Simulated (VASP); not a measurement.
## Cu: single point with LDA

The system is Cu.

```
Cu
1.0
     0.00000    1.89680    1.89680
     1.89680    0.00000    1.89680
     1.89680    1.89680    0.00000
Cu
2
Cartesian
  -0.4742 -0.4742 -0.4742
  0.4742 0.4742 0.4742
```

This cell differs from its parent crystal: volume scaled by 0.4.

* Program: VASP 6.6.1
* Task: single point
* Functional: LDA
* Potentials or basis: VASP PAW LDA potentials, release 64 (Cu)
* Cutoff: 520 eV
* k mesh: 15 × 15 × 15
* Occupations: fermi-dirac, width 0.08 eV
* Spin: no spin polarisation

| Property | Result |
| --- | --- |
| Pressure | 575.9 GPa |
| Band gap on the k mesh | zero (band 11 reaches 19.20 eV, above the bottom of band 12 at 18.54 eV) |

Levels at points of the mesh, in eV from the Fermi level:
```
           k point  band 8  band 9  band 10  band 11  band 12  band 13  band 14  band 15
(0.00, 0.00, 0.00)   -6.24   -6.24    -2.83    -2.83    18.16    18.16    18.16    18.93
```

Run time: 20 s on 1 thread of AMD EPYC 9R14 (Zen 4) (shared host), peak memory 0.1 GiB.
